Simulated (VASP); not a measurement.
PbSe (Clausthalite):

```
Pb Se
1.0
     0.00000    3.10093    3.10093
     3.10093    0.00000    3.10093
     3.10093    3.10093    0.00000
Pb Se
1 1
Cartesian
  0.0000 0.0000 0.0000
  3.1009 3.1009 3.1009
```

Program: VASP 6.6.1. Alike in all runs: task single point; potentials or basis VASP PAW PBE potentials, release 64 (Pb_d, Se); no spin polarisation; cell as given; k mesh 8 × 8 × 8; cutoff (eV) 520; smearing fermi-dirac 0.05 eV.

Question: Order these runs on this cell by their pressure, lowest first.
A. level BLYP+D4
B. level PBE exchange alone
C. level RPBE+D3(BJ)
D. level RPBE
E. level PBEsol

Answer: C (-11.3 GPa), E (-2.3 GPa), A (0.5 GPa), D (2.0 GPa), B (8.7 GPa).

Caveats: the PAW data sets were made with another functional, which shifts forces and pressure a little (some runs).
